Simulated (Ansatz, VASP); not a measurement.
**WS2: VASP beside Ansatz**

The input INCAR:

```
  PREC = Accurate
  ENCUT = 520
  EDIFF = 1E-6
  ISMEAR = 0
  SIGMA = 0.05
  LREAL = F
  LASPH = T
  NELM = 100
  ALGO = Normal
  ISIF = 2
  LWAVE = F
  LCHARG = F
  LDIPOL = T
  IDIPOL = 3
  DIPOL = 0.5 0.5 0.390
  GGA = PE
  IVDW = 12
  NBANDS = 35
```

The input KPOINTS:

```
regular mesh
0
Gamma
  9 9 1
```

The input POSCAR:

```
WS2
1.0
    3.1595456682      0.0000000000      0.0000000000
   -1.5797728341      2.7362468131      0.0000000000
    0.0000000000      0.0000000000     23.8042574330
S W
4 2
Direct
    0.3333333333      0.6666666667      0.1890418137
    0.3333333333      0.6666666667      0.3214605092
    0.3333333333      1.1666666667      0.4575706151
    0.3333333333      1.1666666667      0.5899893106
    0.6666666667      0.3333333333      0.2552511584
    0.6666666667      0.8333333333      0.5237799598
```

Input for Ansatz:

```yaml
crystal:
  lattice:
    - [3.1595456682, 0.0, 0.0]
    - [-1.5797728341, 2.7362468131, 0.0]
    - [0.0, 0.0, 23.804257433]
  atoms:
    - { symbol: S, position: [0.3333333333, 0.6666666667, 0.1890418137] }
    - { symbol: W, position: [0.6666666667, 0.3333333333, 0.2552511584] }
    - { symbol: S, position: [0.3333333333, 0.6666666667, 0.3214605092] }
    - { symbol: S, position: [0.3333333333, 1.1666666667, 0.4575706151] }
    - { symbol: W, position: [0.6666666667, 0.8333333333, 0.5237799598] }
    - { symbol: S, position: [0.3333333333, 1.1666666667, 0.5899893106] }
basis:
  ecutwfc: 420
kpoints:
  mp_grid: { grid: [9, 9, 1] }
hamiltonian:
  xc: pbe
  pseudopotentials: { kind: paw, azcp: { folder: soft_1 } }
  dispersion: d3bj
scf:
  occupations: { method: gaussian, width: 0.05 }
output:
  forces: true
  eigenvalues: true
efield:
  axis: 3
  dipole_correction: true
  ramp_width: 0.04
```

Alike in both runs: task single point; functional PBE; dispersion D3(BJ); k mesh 9 × 9 × 1; occupations gaussian, width 0.05 eV; no spin polarisation.

```csv
,VASP,Ansatz
version,VASP 6.6.1,Ansatz 0.2.0
potentials or method,"VASP PAW PBE potentials, release 64 (S, W_sv), cutoff 520 eV","scalar-relativistic, plane waves, PAW"
valence electrons in the cell,52,52
```

```tsv
	VASP	Ansatz	Ansatz less VASP
gap on the k mesh at the Fermi level (eV)	1.66	1.65	-0.010
least direct gap on the mesh (eV)	1.91	1.91	-0.003
rms of the force components (eV/Å)	0.018	0.018	+0.0001
```

Spin-orbit coupling is off throughout.
